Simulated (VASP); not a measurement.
A run of VASP 6.6.1:

File INCAR:

```
PREC = Accurate
ENCUT = 600
EDIFF = 1E-6
ISMEAR = -1
SIGMA = 0.05
LREAL = False
LASPH = True
NELM = 120
ALGO = Normal
ISIF = 2
LWAVE = False
LCHARG = False
GGA = PS
NBANDS = 12
GGA_COMPAT = False
```

File KPOINTS:

```
regular mesh
0
Gamma
  6 6 4
```

The input POSCAR:

```
N
1.0
    2.5194700000      0.0000000000      0.0000000000
   -1.2597400000      2.1819300000      0.0000000000
    0.0000000000      0.0000000000      2.4460000000
N
2
Direct
    0.6666666667      0.3333333333      0.2500000000
    0.3333333333      0.6666666667      0.7500000000
```

Potentials or basis: VASP PAW PBE potentials, release 64 (N).

Run with:

```console
$ cat potpaw_PBE.64/N/POTCAR > POTCAR
$ mpirun -np 1 vasp_std > vasp.out
```

Hardware: 1 thread of AMD EPYC 7571, on a shared host.

Question: Estimate the wall time of this run.

Answer: Run time: 7 s on 1 thread of AMD EPYC 7571, on a shared host, peak memory 0.08 GiB. Counts: scf iterations 9, k points 21.
